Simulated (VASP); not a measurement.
Runs of VASP 6.6.1 on InAs. The structure is that of space group Fm-3m (No. 225), or close to it. The cells are those of the table. 

```tsv
cell	gap on the mesh (eV)	pressure (GPa)
a = 4.098, b = 4.098, c = 4.015 Å, angles 60.7, 60.7, 58.7°, 2 atoms	none	-4.8
a = 4.069 Å, angles 60.0°, 2 atoms	none	-5.0
a = 4.114, b = 4.114, c = 3.988 Å, angles 61.0, 61.0, 58.0°, 2 atoms	none	(a)
a = 4.083, b = 4.083, c = 4.042 Å, angles 60.3, 60.3, 59.3°, 2 atoms	none	-5.0
a = 4.056, b = 4.056, c = 4.096 Å, angles 59.7, 59.7, 60.7°, 2 atoms	none	-4.9
```

Alike in all rows: task single point; level LDA; potentials or basis VASP PAW LDA potentials, release 64 (In_d, As); no spin polarisation; k mesh 6 × 6 × 6; cutoff (eV) 520; smearing gaussian 0.05 eV.

Fill in the values left out.

(a) -4.6.

Caveats: spin-orbit coupling is left out, which moves the levels of the heavy elements.

A k mesh can miss the band edges, and the runs leave out spin-orbit coupling on As, In.

A gap of «none» marks levels without a gap at the run's occupations.
